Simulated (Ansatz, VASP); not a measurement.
**One calculation of Sr2C, two programs**

```
CELL_PARAMETERS angstrom
0.00000 3.36014 3.36014
3.36014 0.00000 3.36014
3.36014 3.36014 0.00000
ATOMIC_POSITIONS crystal
C 0.00000 0.00000 0.00000
Sr 0.25000 0.25000 0.25000
Sr 0.75000 0.75000 0.75000
```

Alike in both runs: task single point; functional PBE-based screened hybrid; k mesh 4 × 4 × 4; occupations fermi-dirac, width 0.02 eV; no spin polarisation.

```csv
,VASP,Ansatz
version,VASP 6.6.1,Ansatz 0.2.0
potentials or method,"VASP PAW PBE potentials, release 64 (C, Sr_sv)",plane waves
plane-wave cutoff (eV),520,420
valence electrons in the cell,24,24
```

|  | VASP | Ansatz | Ansatz less VASP |
| --- | --- | --- | --- |
| pressure (GPa) | 0.0 | -0.2 | -0.20 |

VASP's potentials were made for PBE, not for PBE-based screened hybrid. Ansatz's warnings: stress exchange threshold loose, stress scf threshold loose.
